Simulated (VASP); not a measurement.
Input of a VASP 6.6.1 run:

File INCAR:

```
SYSTEM = Ag
ALGO = Fast ; EDIFF = 1E-7
ENCUT = 520 ; GGA = PS
ISIF = 2 ; ISMEAR = 0
LASPH = .TRUE. ; LCHARG = .FALSE.
LREAL = .FALSE. ; LWAVE = .FALSE.
NBANDS = 12 ; NELM = 80
PREC = Accurate ; SIGMA = 0.02
```

File KPOINTS:

```
k-points
0
G
  11 11 11
  0 0 0
```

POSCAR

```
Ag
1.0
   -1.6556540000      1.6556540000      1.6556540000
    1.6556540000     -1.6556540000      1.6556540000
    1.6556540000      1.6556540000     -1.6556540000
Ag
1
Direct
    0.0000000000      0.0000000000      0.0000000000
```

Potentials or basis: VASP PAW PBE potentials, release 64 (Ag).

The run is started by

```bash
$ cat potpaw_PBE.64/Ag/POTCAR > POTCAR
$ mpirun -np 1 vasp_std > vasp.out
```

Task: Estimate the pressure.

Result: -7.4 GPa.

Caveat: the PAW data sets were made with another functional, which shifts forces and pressure a little.
